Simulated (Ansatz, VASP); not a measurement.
## Se in VASP and in Ansatz

File INCAR:

```
SYSTEM = Se
PREC     = Accurate       ! precision mode
ENCUT    = 520            ! plane-wave cutoff, eV
EDIFF    = 1E-6           ! SCF threshold, eV
ISMEAR   = -1             ! smearing method
SIGMA    = 0.05           ! smearing width, eV
LREAL    = .False.        ! projectors in reciprocal space
LASPH    = .True.         ! aspherical terms in the spheres
NELM     = 80             ! most SCF steps
ALGO     = Normal         ! electronic algorithm
ISIF     = 2              ! what is computed and relaxed
LWAVE    = .False.        ! write WAVECAR
LCHARG   = .False.        ! write CHGCAR
GGA      = PE             ! functional
NBANDS   = 9              ! bands
```

Contents of KPOINTS:

```
Automatic mesh
0
Gamma
  15 15 15
  0 0 0
```

Contents of POSCAR:

```
Se
1.0
    0.0000000000      1.9781521639      1.9781521639
    1.9781521639      0.0000000000      1.9781521639
    1.9781521639      1.9781521639      0.0000000000
Se
1
Direct
    0.0000000000      0.0000000000      0.0000000000
```

Input for Ansatz:

```yaml
crystal:
  lattice:
    - [0.0, 1.9781521639, 1.9781521639]
    - [1.9781521639, 0.0, 1.9781521639]
    - [1.9781521639, 1.9781521639, 0.0]
  atoms:
    - { symbol: Se, position: [0.0, 0.0, 0.0] }
kpoints:
  mp_grid: { grid: [15, 15, 15] }
  band_path:
    path:
      - [0.0, 0.0, 0.0]
      - [0.5, 0.0, 0.5]
      - [0.625, 0.25, 0.625]
      - [0.375, 0.375, 0.75]
      - [0.0, 0.0, 0.0]
      - [0.5, 0.5, 0.5]
      - [0.5, 0.25, 0.75]
      - [0.5, 0.0, 0.5]
    npoints: 8
scf:
  occupations: { method: fermi_dirac, width: 0.05 }
hamiltonian:
  xc: pbe
  pseudopotentials: { kind: all_electron, lapw: { basis_error: 0.001 } }
output:
  forces: true
  stress: true
  eigenvalues: true
  populations: true
  dos: { projected: true, de: 0.2, e_range: [-14, 8] }
```

Change from the starting cell: volume scaled by 0.76, LAPW.

Alike in both runs: task single point; functional PBE; k mesh 15 × 15 × 15; occupations fermi-dirac, width 0.05 eV; no spin polarisation.

|  | VASP | Ansatz |
| --- | --- | --- |
| version | VASP 6.6.1 | Ansatz 0.2.0 |
| potentials or method | VASP PAW PBE potentials, release 64 (Se), cutoff 520 eV | all-electron LAPW, scalar-relativistic |

```csv
,VASP,Ansatz,Ansatz less VASP
pressure (GPa),36.1,35.9,-0.19
```

Both programs put the cell under a high pressure, so it lies far from rest at this level. Ansatz ran all-electron here, and VASP with PAW potentials.
